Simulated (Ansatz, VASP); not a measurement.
# One calculation of BaTe, two programs

```xyz
2
Lattice="0.0000 3.5324 3.5324 3.5324 0.0000 3.5324 3.5324 3.5324 0.0000" Properties=species:S:1:pos:R:3 pbc="T T T"
Ba    0.0000    0.0000    0.0000
Te    3.5324    3.5324    3.5324
```

Alike in both runs: task single point; functional HSE06; k mesh 4 × 4 × 4; no spin polarisation.

|  | VASP | Ansatz |
| --- | --- | --- |
| version | VASP 6.6.1 | Ansatz 0.2.0 |
| potentials or method | VASP PAW PBE potentials, release 64 (Ba_sv, Te) | plane waves, PAW |
| plane-wave cutoff (eV) | 520 | 420 |
| occupations | gaussian, width 0.01 eV | fixed |
| valence electrons in the cell | 16 | 26 |

|  | VASP | Ansatz | Ansatz less VASP |
| --- | --- | --- | --- |
| gap on the k mesh at the Fermi level (eV) | 2.30 | 2.35 | +0.049 |
| pressure (GPa) | 0.0 | -0.2 | -0.21 |

VASP's potentials hold 16 valence electrons a cell and Ansatz's 26, so a difference there can come from the potentials and not from the codes. Ansatz's warnings: stress exchange threshold loose, stress scf threshold loose.

Neither program's run includes spin-orbit coupling.
